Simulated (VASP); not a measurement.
# SiO in VASP: further runs

SiO is run at these levels: PBE; tasks: single point.

All numbers are computed with VASP 6.6.1; they aren't measurements. Logs are shortened: lines on timing, memory, paths and dates and some standing lists are left out, and cuts for length are marked.

**1. The cell of the first run**

It takes space group F-43m (No. 216, cubic). Conventional cell: a = 4.867 Å, b = 4.867 Å, c = 4.867 Å, α = 90.00°, β = 90.00°, γ = 90.00°. Si (site symmetry -43m) has 4 O at 2.11 Å within 2.8 Å. O (site symmetry -43m) has 4 Si at 2.11 Å within 2.8 Å.

**2. Single point, PBE**

Contents of INCAR:

```
SYSTEM = SiO
ALGO     = Normal         ! electronic algorithm
EDIFF    = 1E-6           ! SCF threshold, eV
ENCUT    = 520            ! plane-wave cutoff, eV
GGA      = PE             ! functional
ISIF     = 2              ! what is computed and relaxed
ISMEAR   = -1             ! smearing method
LASPH    = .TRUE.         ! aspherical terms in the spheres
LCHARG   = .FALSE.        ! write CHGCAR
LREAL    = .FALSE.        ! projectors in reciprocal space
LWAVE    = .FALSE.        ! write WAVECAR
NBANDS   = 12             ! bands
NELM     = 100            ! most SCF steps
PREC     = Accurate       ! precision mode
SIGMA    = 0.05           ! smearing width, eV
```

Contents of KPOINTS:

```
k-points
0
G
  8 8 8
  0 0 0
```

Contents of POSCAR:

```
SiO
1.0
    0.0000000000      2.4336400000      2.4336400000
    2.4336400000      0.0000000000      2.4336400000
    2.4336400000      2.4336400000      0.0000000000
Si O
1 1
Direct
    0.7500000000      0.7500000000      0.7500000000
    0.0000000000      0.0000000000      0.0000000000
```

Potentials or basis: VASP PAW PBE potentials, release 64 (Si, O).

Started as:

```bash
cat potpaw_PBE.64/Si/POTCAR potpaw_PBE.64/O/POTCAR > POTCAR
mpirun -np 1 vasp_std > vasp.out
```

OUTCAR:

```text
SYSTEM = SiO
   EDIFF = 1E-6
   ENCUT = 520
   GGA = PE
   ISIF = 2
   ISMEAR = -1
   LASPH = .TRUE.
   LREAL = .FALSE.
   NELM = 100
   PREC = Accurate

 ion  position               nearest neighbor table
   1  0.750  0.750  0.750-   2 2.11   2 2.11   2 2.11   2 2.11
   2  0.000  0.000  0.000-   1 2.11   1 2.11   1 2.11   1 2.11

  LATTYP: Found a face centered cubic cell.
 ALAT       =     4.8672800000

  Lattice vectors:

 A1 = (   0.0000000000,   2.4336400000,   2.4336400000)
 A2 = (   2.4336400000,   0.0000000000,   2.4336400000)
 A3 = (   2.4336400000,   2.4336400000,   0.0000000000)

Analysis of symmetry for initial positions (statically):
=====================================================================
 Subroutine PRICEL returns:
 Original cell was already a primitive cell.

 Routine SETGRP: Setting up the symmetry group for a
 face centered cubic supercell.

 Subroutine GETGRP returns: Found 24 space group operations
 (whereof 24 operations were pure point group operations)
 out of a pool of 48 trial point group operations.

The static configuration has the point symmetry T_d .

Analysis of symmetry for dynamics (positions and initial velocities):
=====================================================================
 Subroutine PRICEL returns:
 Original cell was already a primitive cell.

 Routine SETGRP: Setting up the symmetry group for a
 face centered cubic supercell.

 Subroutine GETGRP returns: Found 24 space group operations
 (whereof 24 operations were pure point group operations)
 out of a pool of 48 trial point group operations.

The dynamic configuration has the point symmetry T_d .

 Subroutine INISYM returns: Found 24 space group operations
 (whereof 24 operations are pure point group operations),
 and found     1 'primitive' translations

----------------------------------------------------------------------------------------

                                     Primitive cell

  volume of cell :      28.8270

  direct lattice vectors                    reciprocal lattice vectors
     0.000000000  2.433640000  2.433640000    -0.205453559  0.205453559  0.205453559
     2.433640000  0.000000000  2.433640000     0.205453559 -0.205453559  0.205453559
     2.433640000  2.433640000  0.000000000     0.205453559  0.205453559 -0.205453559

  length of vectors
     3.441686694  3.441686694  3.441686694     0.355856003  0.355856003  0.355856003

  position of ions in fractional coordinates (direct lattice)
     0.750000000  0.750000000  0.750000000
     0.000000000  0.000000000  0.000000000

  ion indices of the primitive-cell ions
   primitive index   ion index
                 1           1
                 2           2

----------------------------------------------------------------------------------------

 KPOINTS: k-points

Automatic generation of k-mesh.
 Grid dimensions read from file:
 generate k-points for:    8    8    8

 Generating k-lattice:

  Cartesian coordinates                     Fractional coordinates (reciprocal lattice)
    -0.025681695  0.025681695  0.025681695     0.125000000  0.000000000  0.000000000
     0.025681695 -0.025681695  0.025681695     0.000000000  0.125000000  0.000000000
     0.025681695  0.025681695 -0.025681695     0.000000000  0.000000000  0.125000000

  Length of vectors
     0.044482000  0.044482000  0.044482000

  Shift w.r.t. Gamma in fractional coordinates (k-lattice)
     0.000000000  0.000000000  0.000000000

 Subroutine IBZKPT returns following result:
 ===========================================

 Found     29 irreducible k-points:

 Following reciprocal coordinates:
            Coordinates               Weight
  0.000000  0.000000  0.000000      1.000000
  0.125000  0.000000  0.000000      8.000000
  0.250000  0.000000  0.000000      8.000000
  0.375000  0.000000  0.000000      8.000000
  0.500000  0.000000  0.000000      4.000000
  0.125000  0.125000  0.000000      6.000000
[... 16 lines left out ...]
  0.500000  0.250000  0.125000     48.000000
 -0.375000  0.250000  0.125000     24.000000
 [... further k-points ...]
   k-points           NKPTS =     29   k-points in BZ     NKDIM =     29   number of bands    NBANDS=     12
   number of dos      NEDOS =    301   number of ions     NIONS =      2
   total plane-waves  NPLWV =  21952
   dimension x,y,z NGX =    28 NGY =   28 NGZ =   28
   dimension x,y,z NGXF=    56 NGYF=   56 NGZF=   56
   ions per type =               1   1
   NGX,Y,Z   is equivalent  to a cutoff of  13.53, 13.53, 13.53 a.u.
   NGXF,Y,Z  is equivalent  to a cutoff of  27.05, 27.05, 27.05 a.u.
 SYSTEM =  SiO
   PREC   = accura    normal or accurate (medium, high low for compatibility)
   ISTART =      0    job   : 0-new  1-cont  2-samecut
   ICHARG =      2    charge: 1-file 2-atom 10-const
   ISPIN  =      1    spin polarized calculation?
   LNONCOLLINEAR =      F non collinear calculations
   LSORBIT =      F    spin-orbit coupling
   LASPH  =      T    aspherical Exc in radial PAW
   ENCUT  =  520.0 eV  38.22 Ry    6.18 a.u.   6.40  6.40  6.40*2*pi/ulx,y,z
   NELM   =    100;   NELMIN=  2; NELMDL= -5     # of ELM steps
   EDIFF  = 0.1E-05   stopping-criterion for ELM
   LREAL  =      F    real-space projection
   EDIFFG = 0.1E-04   stopping-criterion for IOM
   NSW    =      0    number of steps for IOM
   IBRION =     -1    ionic relax: 0-MD 1-quasi-New 2-CG
   NFREE  =      0    steps in history (QN), initial steepest desc. (CG)
   ISIF   =      2    stress and relaxation
   ISYM   =      2    0-nonsym 1-usesym 2-fastsym
   POTIM  = 0.5000    time-step for ionic-motion
   TEBEG  =    0.0;   TEEND  =   0.0 temperature during run
   PSTRESS=    0.0 pullay stress
   NELECT =      10.0000    total number of electrons
   NUPDOWN=      -1.0000    fix difference up-down
   EMIN   =  10.00;   EMAX   =-10.00  energy-range for DOS
   EFERMI =   0.00;   METHOD = LEGACY
   ISMEAR =    -1;   SIGMA  =   0.05  broadening in eV -4-tet -1-fermi 0-gaus
   EFERMI_NEDOS =   21; number of points for ismear=-14 and -15
   IALGO  =     38    algorithm
   IMIX   =      4    mixing-type and parameters
     AMIX     =   0.40;   BMIX     =  1.00
     AMIX_MAG =   1.60;   BMIX_MAG =  1.00
  volume/ion in A,a.u.               =      14.41        97.27
  Fermi-wavevector in a.u.,A,eV,Ry     =   1.150293  2.173739 18.002877  1.323174
  Thomas-Fermi vector in A             =   2.286958
   LORBIT       =      0    0 simple, 1 ext, 2 COOP (PROOUT), +10 PAW based schemes
   GGA     = PE    functional components
   LHFCALC =     F    Hartree Fock is set to
   AEXX    =    0.0000 exact exchange contribution
   IVDW    =     0    specifies the selected vdW correction
   LEPSILON=     F    determine dielectric tensor
   LRPA    =     F    only Hartree local field effects (RPA)
 non-spin polarized calculation
  energy-cutoff  :      520.00
  volume of cell :       28.83
 maximum number of plane-waves:       785
 NGX is ok and might be reduce to    28
   NGX = 13   NGY = 13   NGZ = 13

 number of electron      10.0000002 magnetization

 Free energy of the ion-electron system (eV)
  ---------------------------------------------------
  ext. energy  EPLUGINS =         0.00000000
  ---------------------------------------------------
  free energy    TOTEN  =       -11.01418836 eV

  energy without entropy =      -11.00910896  energy(sigma->0) =      -11.01164866

 E-fermi :   6.2828     XC(G=0):  -9.9336

 val. band max:        6.1662316273   @ k =   0.5000   0.5000   0.0000
 cond. band min:       6.3465224697   @ k =   0.3750   0.3750   0.0000
 fundamental gap:      0.1802908424
 Fermi energy:         6.2827609468

 k-point     1 :       0.0000    0.0000    0.0000
  band No.  band energies     occupation
      1     -14.6067      2.00000
      2       0.2162      2.00000
      3       0.9763      2.00000
      4       0.9763      2.00000
      5       0.9763      2.00000
      6       9.9566      0.00000
      7       9.9566      0.00000
      8       9.9566      0.00000
      9      16.6755      0.00000
     10      17.8085      0.00000
     11      17.8085      0.00000
     12      18.5248      0.00000

 k-point     2 :       0.1250    0.0000    0.0000
  band No.  band energies     occupation
      1     -14.5204      2.00000
      2      -0.9136      2.00000
      3       0.9096      2.00000
      4       0.9096      2.00000
      5       2.0727      2.00000
      6       9.4104      0.00000
      7      10.0690      0.00000
      8      10.0690      0.00000
      9      16.7521      0.00000
     10      16.7521      0.00000
     11      17.2132      0.00000
     12      18.2541      0.00000

 k-point     3 :       0.2500    0.0000    0.0000
  band No.  band energies     occupation
      1     -14.3004      2.00000
      2      -2.1834      2.00000
      3       0.7582      2.00000
      4       0.7582      2.00000
      5       3.1744      2.00000
      6       8.6044      0.00000
      7      10.2199      0.00000
      8      10.2199      0.00000
      9      16.3080      0.00000
     10      16.3080      0.00000
     11      16.4555      0.00000
     12      19.8184      0.00000

 k-point     4 :       0.3750    0.0000    0.0000
  band No.  band energies     occupation
      1     -14.0625      2.00000
      2      -3.0962      2.00000
      3       0.6187      2.00000
      4       0.6187      2.00000
      5       3.7378      2.00000
      6       8.2763      0.00000
      7      10.2005      0.00000
      8      10.2005      0.00000
      9      15.9792      0.00000
     10      16.7741      0.00000
     11      16.7741      0.00000
     12      20.1364      0.00000

 k-point     5 :       0.5000    0.0000    0.0000
  band No.  band energies     occupation
      1     -13.9580      2.00000
      2      -3.4334      2.00000
      3       0.5640      2.00000
      4       0.5640      2.00000
      5       3.8639      2.00000
      6       8.2554      0.00000
      7      10.1509      0.00000
      8      10.1509      0.00000
      9      15.9286      0.00000
     10      17.2294      0.00000
     11      17.2294      0.00000
     12      19.7443      0.00000
[... 228 lines left out ...]
      1     -13.7577      2.00000
      2      -3.1795      2.00000
      3      -0.2576      2.00000
      4      -0.2576      2.00000
      5       4.8578      2.00000
      6       6.1662      1.82276
      7      11.6693      0.00000
      8      11.6693      0.00000
      9      11.7976      0.00000
     10      16.9312      0.00000
     11      21.7938      0.00000
     12      23.0082      0.00000

 k-point    22 :       0.3750    0.2500    0.1250
  band No.  band energies     occupation
      1     -14.1340      2.00000
      2      -2.4856      2.00000
      3      -0.0276      2.00000
      4       0.5018      2.00000
      5       4.3668      2.00000
      6       7.7632      0.00000
      7      10.0117      0.00000
      8      10.6604      0.00000
      9      13.8802      0.00000
     10      17.7846      0.00000
     11      18.4620      0.00000
     12      20.1714      0.00000

 k-point    23 :       0.5000    0.2500    0.1250
  band No.  band energies     occupation
      1     -13.9404      2.00000
      2      -2.9361      2.00000
      3      -0.4919      2.00000
      4       0.2994      2.00000
      5       5.1748      2.00000
      6       7.5851      0.00000
      7       9.4624      0.00000
      8      10.7848      0.00000
      9      14.3627      0.00000
     10      17.5106      0.00000
     11      18.2576      0.00000
     12      20.8525      0.00000

 k-point    24 :      -0.3750    0.2500    0.1250
  band No.  band energies     occupation
      1     -13.8565      2.00000
      2      -3.1113      2.00000
      3      -0.6597      2.00000
      4       0.1954      2.00000
      5       5.4422      2.00000
      6       7.6261      0.00000
      7       9.2704      0.00000
      8      10.7955      0.00000
      9      14.6424      0.00000
     10      17.2693      0.00000
     11      18.2752      0.00000
     12      21.0631      0.00000

 [... further k-points ...]

------------------------ aborting loop because EDIFF is reached ----------------------------------------

  FORCE on cell =-STRESS in cart. coord.  units (eV):
  Direction    XX          YY          ZZ          XY          YZ          ZX
  --------------------------------------------------------------------------------------
  -------------------------------------------------------------------------------------
  Total        0.0075619      0.0075619      0.0075619     -0.0000000     -0.0000000      0.0000000
  in kB        0.4202834      0.4202834      0.4202834     -0.0000000     -0.0000000      0.0000000
  external PRESSURE =       0.4202834 kB  Pullay stress =       0.0000000 kB

 VOLUME and BASIS-vectors are now :
 -----------------------------------------------------------------------------
  energy-cutoff  :      520.00
  volume of cell :       28.83
      direct lattice vectors                 reciprocal lattice vectors
     0.000000000  2.433640000  2.433640000    -0.205453559  0.205453559  0.205453559
     2.433640000  0.000000000  2.433640000     0.205453559 -0.205453559  0.205453559
     2.433640000  2.433640000  0.000000000     0.205453559  0.205453559 -0.205453559

 POSITION                                       TOTAL-FORCE (eV/Angst)
 -----------------------------------------------------------------------------------
      3.65046      3.65046      3.65046        -0.000000      0.000000      0.000000
      0.00000      0.00000      0.00000         0.000000     -0.000000     -0.000000
 -----------------------------------------------------------------------------------
    total drift:                                0.000000      0.000000      0.000000

  FREE ENERGIE OF THE ION-ELECTRON SYSTEM (eV)
  ---------------------------------------------------
  free  energy   TOTEN  =       -11.0141883586 eV

  energy  without entropy=      -11.0091089604  energy(sigma->0) =      -11.01164866
```

Wall time 14 s (1 thread of Intel Xeon 8259CL, shared host); peak memory 0.15 GiB.

Results:

```yaml
Free_energy: -11.0142 eV
Pressure: 0.0 GPa
Band_gap_on_the_k_mesh: zero (bands 5 and 6 overlap by 0.53 eV)
```

Levels at points of the mesh, in eV from the Fermi level:
| k point | band 3 | band 4 | band 5 | band 6 | band 7 | band 8 |
| --- | --- | --- | --- | --- | --- | --- |
| (0.00, 0.00, 0.00) | -5.31 | -5.31 | -5.31 | 3.67 | 3.67 | 3.67 |
| (0.50, 0.00, 0.00) | -5.72 | -5.72 | -2.42 | 1.97 | 3.87 | 3.87 |
| (0.50, 0.50, 0.00) | -6.54 | -6.54 | -1.42 | -0.12 | 5.39 | 5.39 |

**3. Single point, PBE**

This run uses another cell than the first one, of 13.28 Å³/atom.

Contents of INCAR:

```
SYSTEM = SiO
PREC = Accurate ; ENCUT = 520
EDIFF = 1E-6 ; ISMEAR = -1
SIGMA = 0.05 ; LREAL = .FALSE.
LASPH = .TRUE. ; NELM = 100
ALGO = Normal ; ISIF = 2
LWAVE = .FALSE. ; LCHARG = .FALSE.
GGA = PE ; NBANDS = 12
```

Contents of KPOINTS:

```
Automatic mesh
0
G
  8 8 8
  0 0 0
```

Contents of POSCAR:

```
SiO
1.0
    0.0000000000      2.3362944000      2.4336400000
    2.3362944000      0.0000000000      2.4336400000
    2.3362944000      2.3362944000      0.0000000000
Si O
1 1
Direct
    0.7500000000      0.7500000000      0.7500000000
    0.0000000000      0.0000000000      0.0000000000
```

Potentials or basis: VASP PAW PBE potentials, release 64 (Si, O).

Started as:

```bash
cat potpaw_PBE.64/Si/POTCAR potpaw_PBE.64/O/POTCAR > POTCAR
mpirun -np 1 vasp_std > vasp.out
```

Run time: 25 s. Hardware: 1 thread of Intel Xeon 8259CL, shared host; peak memory 0.16 GiB.

The run converged, but its numbers aren't listed here, since they failed a check.

Caveat: the cell stands under pressure.

**4. Single point, PBE**

This run uses another cell than the first one, of 13.84 Å³/atom.

Contents of INCAR:

```
  PREC = Accurate
  ENCUT = 520
  EDIFF = 1E-7
  ISMEAR = -1
  SIGMA = 0.05
  LREAL = False
  LASPH = True
  NELM = 80
  ALGO = Normal
  ISIF = 2
  LWAVE = False
  LCHARG = False
  GGA = PE
  NBANDS = 12
```

Contents of KPOINTS:

```
Automatic mesh
0
Gamma
  8 8 8
```

Contents of POSCAR:

```
SiO
1.0
    0.0000000000      2.3849672000      2.4336400000
    2.3849672000      0.0000000000      2.4336400000
    2.3849672000      2.3849672000      0.0000000000
Si O
1 1
Direct
    0.7500000000      0.7500000000      0.7500000000
    0.0000000000      0.0000000000      0.0000000000
```

Started as:

```bash
cat potpaw_PBE.64/Si/POTCAR potpaw_PBE.64/O/POTCAR > POTCAR
mpirun -np 1 vasp_std > vasp.out
```

Wall time 31 s (1 thread of Intel Xeon 8259CL, shared host); peak memory 0.16 GiB.

The run converged. Its results:

- Free energy: -11.0048 eV
- Pressure: 2.5 GPa
- Band gap on the k mesh: zero (bands 5 and 6 overlap by 0.63 eV)

Stress tensor (GPa, compression positive):
```
2.31 0.00 0.00
0.00 2.31 0.00
0.00 0.00 2.98
```

Levels at points of the mesh, in eV from the Fermi level:
| k point | band 1 | band 2 | band 3 | band 4 | band 5 | band 6 | band 7 | band 8 | band 9 | band 10 |
| --- | --- | --- | --- | --- | --- | --- | --- | --- | --- | --- |
| (0.00, 0.00, 0.00) | -21.36 | -6.11 | -5.71 | -5.63 | -5.63 | 3.69 | 3.69 | 3.74 | 10.67 | 11.28 |
| (0.50, 0.00, 0.00) | -20.66 | -10.12 | -6.14 | -6.02 | -2.44 | 1.91 | 3.78 | 3.96 | 9.72 | 11.03 |
| (0.50, 0.50, 0.00) | -20.46 | -9.94 | -6.85 | -6.85 | -1.61 | 0.02 | 5.34 | 5.55 | 5.55 | 10.85 |
| (0.50, 0.00, 0.50) | -20.43 | -9.78 | -6.97 | -6.95 | -1.65 | -0.14 | 5.32 | 5.44 | 5.61 | 10.88 |

**5. Single point, PBE**

This run uses another cell than the first one, of 14.13 Å³/atom.

Contents of INCAR:

```
SYSTEM = SiO
PREC = Accurate
ENCUT = 520
EDIFF = 1E-7
ISMEAR = -1
SIGMA = 0.05
LREAL = .FALSE.
LASPH = .TRUE.
NELM = 80
ALGO = Normal
ISIF = 2
LWAVE = .FALSE.
LCHARG = .FALSE.
GGA = PE
NBANDS = 12
```

Contents of KPOINTS:

```
Automatic mesh
0
G
  8 8 8
  0 0 0
```

Contents of POSCAR:

```
SiO
1.0
    0.0000000000      2.4093036000      2.4336400000
    2.4093036000      0.0000000000      2.4336400000
    2.4093036000      2.4093036000      0.0000000000
Si O
1 1
Direct
    0.7500000000      0.7500000000      0.7500000000
    0.0000000000      0.0000000000      0.0000000000
```

Started as:

```bash
cat potpaw_PBE.64/Si/POTCAR potpaw_PBE.64/O/POTCAR > POTCAR
mpirun -np 1 vasp_std > vasp.out
```

Run time: 32 s. Hardware: 1 thread of Intel Xeon 8259CL, shared host; peak memory 0.16 GiB.

The run converged. Its results:

- Free energy: -11.0115 eV
- Pressure: 1.3 GPa
- Band gap on the k mesh: zero (bands 5 and 6 overlap by 0.58 eV)

Stress tensor (GPa, compression positive):
```
1.17 0.00 0.00
0.00 1.17 0.00
0.00 0.00 1.49
```

Levels at points of the mesh, in eV from the Fermi level:
| k point | band 3 | band 4 | band 5 | band 6 | band 7 | band 8 |
| --- | --- | --- | --- | --- | --- | --- |
| (0.00, 0.00, 0.00) | -5.51 | -5.47 | -5.47 | 3.68 | 3.68 | 3.70 |
| (0.50, 0.00, 0.00) | -5.93 | -5.87 | -2.43 | 1.94 | 3.82 | 3.91 |
| (0.50, 0.50, 0.00) | -6.70 | -6.70 | -1.52 | -0.05 | 5.43 | 5.46 |
| (0.50, 0.00, 0.50) | -6.76 | -6.74 | -1.54 | -0.13 | 5.36 | 5.48 |

**6. Summary**

```tsv
cell	gap on the mesh (eV)	pressure (GPa)
a = 3.442 Å, angles 60.0°, 2 atoms	none	0.0
a = 3.407, b = 3.407, c = 3.373 Å, angles 60.3, 60.3, 59.3°, 2 atoms	none	2.5
a = 3.425, b = 3.425, c = 3.407 Å, angles 60.2, 60.2, 59.7°, 2 atoms	none	1.3
```

Alike in all rows: task single point; level PBE; potentials or basis VASP PAW PBE potentials, release 64 (Si, O); no spin polarisation; k mesh 8 × 8 × 8; cutoff (eV) 520; smearing fermi-dirac 0.05 eV.

Total energies depend on the potentials used, so only differences within one code and one set of settings carry meaning.
